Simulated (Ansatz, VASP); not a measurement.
# Two plane-wave programs on Ge2Sb

File INCAR:

```
PREC = Accurate
ENCUT = 520
EDIFF = 1E-7
ISMEAR = 0
SIGMA = 0.2
LREAL = F
LASPH = T
NELM = 100
ALGO = Normal
ISIF = 2
LWAVE = F
LCHARG = T
GGA = PE
LELF = T
LVHAR = T
NBANDS = 42
```

Contents of KPOINTS:

```
Automatic mesh
0
Gamma
  6 4 4
```

The input POSCAR:

```
Ge2Sb
1.0
   -4.0324137455      0.0000000000      0.0000000000
    0.0000000000      0.0000000000     -4.9099774675
    0.0000000001     -6.9843454844      0.0000000000
Ge Sb
4 2
Direct
    0.5000000000      0.3549599835      0.8333333333
    0.0000000000      0.3549599835      0.3333333333
    0.0000000000      0.6450400165      0.6666666667
    0.5000000000      0.6450400165      0.1666666667
    0.0000000000      0.0000000000      1.0000000000
    0.5000000000      0.0000000000      0.5000000000
```

Input for Ansatz:

```yaml
crystal:
  lattice:
    - [-4.0324137455, 0.0, 0.0]
    - [0.0, 0.0, -4.9099774675]
    - [1.0e-10, -6.9843454844, 0.0]
  atoms:
    - { symbol: Ge, position: [0.5, 0.3549599835, 0.8333333333] }
    - { symbol: Ge, position: [0.0, 0.3549599835, 0.3333333333] }
    - { symbol: Ge, position: [0.0, 0.6450400165, 0.6666666667] }
    - { symbol: Ge, position: [0.5, 0.6450400165, 0.1666666667] }
    - { symbol: Sb, position: [0.0, 0.0, 1.0] }
    - { symbol: Sb, position: [0.5, 0.0, 0.5] }
basis:
  ecutwfc: 420
kpoints:
  mp_grid: { grid: [6, 4, 4] }
hamiltonian:
  xc: pbe
scf:
  occupations: { method: gaussian, width: 0.2 }
  lower_state_search: "off"
output:
  forces: true
  stress: true
  eigenvalues: true
```

Alike in both runs: task single point; functional PBE; k mesh 6 × 4 × 4; occupations gaussian, width 0.2 eV; no spin polarisation.

|  | VASP | Ansatz |
| --- | --- | --- |
| version | VASP 6.6.1 | Ansatz 0.2.0 |
| potentials or method | VASP PAW PBE potentials, release 64 (Ge_d, Sb), cutoff 520 eV | scalar-relativistic, plane waves, PAW |
| valence electrons in the cell | 66 | 86 |

|  | VASP | Ansatz | Ansatz less VASP |
| --- | --- | --- | --- |
| gap on the k mesh at the Fermi level (eV) | none | none | - |
| pressure (GPa) | -0.1 | -0.1 | +0.02 |
| traceless stress, the component that is largest in VASP (GPa) | 0.83 | 0.83 | -0.004 |
| rms of the force components (eV/Å) | 0.005 | 0.004 | 0.0000 |

Atom by atom the forces differ by 0.000 eV/Å (rms over components). A gap of «none» marks a metal or a gap that the smearing closes. VASP's potentials hold 66 valence electrons a cell and Ansatz's 86, so a difference there can come from the potentials and not from the codes.

Neither program's run includes spin-orbit coupling.
